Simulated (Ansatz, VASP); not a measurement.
# Lu in VASP and in Ansatz

The input INCAR:

```
PREC = Accurate
ENCUT = 520
EDIFF = 1E-7
ISMEAR = -1
SIGMA = 0.05
LREAL = False
LASPH = True
NELM = 60
ALGO = Normal
ISIF = 2
LWAVE = False
LCHARG = False
GGA = PE
NBANDS = 32
```

Contents of KPOINTS:

```
regular mesh
0
Gamma
  7 7 4
```

File POSCAR:

```
Lu
1.0
    3.5031000000      0.0000000000      0.0000000000
   -1.7515500000      3.0337735920      0.0000000000
    0.0000000000      0.0000000000      5.5509000000
Lu
2
Direct
    0.6666666667      0.3333333333      0.7500000000
    0.3333333333      0.6666666667      0.2500000000
```

File input.yaml:

```yaml
crystal:
  lattice:
    - [3.5031, 0.0, 0.0]
    - [-1.75155, 3.033773592, 0.0]
    - [0.0, 0.0, 5.5509]
  atoms:
    - { symbol: Lu, position: [0.6666666667, 0.3333333333, 0.75] }
    - { symbol: Lu, position: [0.3333333333, 0.6666666667, 0.25] }
hamiltonian:
  xc: pbe
  pseudopotentials: { kind: paw }
kpoints:
  mp_grid: { grid: [7, 7, 4] }
  band_path:
    path:
      - [[0.0, 0.0, 0.0], [0.5, 0.0, 0.0], [0.3333333333, 0.3333333333, 0.0], [0.0, 0.0, 0.0], [0.0, 0.0, 0.5], [0.5, 0.0, 0.5], [0.3333333333, 0.3333333333, 0.5], [0.0, 0.0, 0.5]]
      - [[0.5, 0.0, 0.5], [0.5, 0.0, 0.0]]
      - [[0.3333333333, 0.3333333333, 0.0], [0.3333333333, 0.3333333333, 0.5]]
    npoints: 14
scf:
  occupations: { method: fermi_dirac, width: 0.05 }
  n_extra_bands: 6
output:
  forces: true
  stress: true
  eigenvalues: true
  fatbands: false
```

Alike in both runs: functional PBE; k mesh 7 × 7 × 4; occupations fermi-dirac, width 0.05 eV; no spin polarisation.

|  | VASP | Ansatz |
| --- | --- | --- |
| version | VASP 6.6.1 | Ansatz 0.2.0 |
| potentials or method | VASP PAW PBE potentials, release 64 (Lu) | Ansatz PAW |
| plane-wave cutoff (eV) | 520 | 420 |
| valence electrons in the cell | 50 | 50 |
| task | single point | band structure |

|  | VASP | Ansatz | Ansatz less VASP |
| --- | --- | --- | --- |
| gap on the k mesh at the Fermi level (eV) | none | none | - |
| pressure (GPa) | -0.6 | -0.7 | -0.13 |
| traceless stress, the component that is largest in VASP (GPa) | -0.96 | -0.96 | -0.007 |

A gap of «none» marks a metal or a gap that the smearing closes.

Spin-orbit coupling is off throughout.
